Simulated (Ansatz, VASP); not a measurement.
Mg2PbN2 in VASP and in Ansatz

```xyz
5
Lattice="3.6269 0.0000 0.0000 -1.8134 3.1410 0.0000 0.0000 0.0000 6.5659" Properties=species:S:1:pos:R:3 pbc="T T T"
Mg    1.8134    1.0470    0.9112
Mg    0.0000    2.0940    5.6547
Pb    0.0000    0.0000    3.2829
N     1.8134    1.0470    5.2360
N     0.0000    2.0940    1.3299
```

Alike in both runs: task single point; functional PBE; k mesh 6 × 6 × 4; occupations fermi-dirac, width 0.05 eV; no spin polarisation.

|  | VASP | Ansatz |
| --- | --- | --- |
| version | VASP 6.6.1 | Ansatz 0.2.0 |
| potentials or method | VASP PAW PBE potentials, release 64 (Mg, Pb_d, N), cutoff 520 eV | plane waves, PAW |
| valence electrons in the cell | 28 | 44 |

VASP gave:

| Property | Result |
| --- | --- |
| pressure (GPa) | -0.4 |
| rms of the force components (eV/Å) | 0.006 |

**Question.** Estimate Ansatz's values.

**Answer.** Pressure (GPa): -0.2; rms of the force components (eV/Å): 0.003.

Atom by atom the forces differ by 0.006 eV/Å (rms over components). VASP's potentials hold 28 valence electrons a cell and Ansatz's 44, so a difference there can come from the potentials and not from the codes.

Spin-orbit coupling is off throughout.
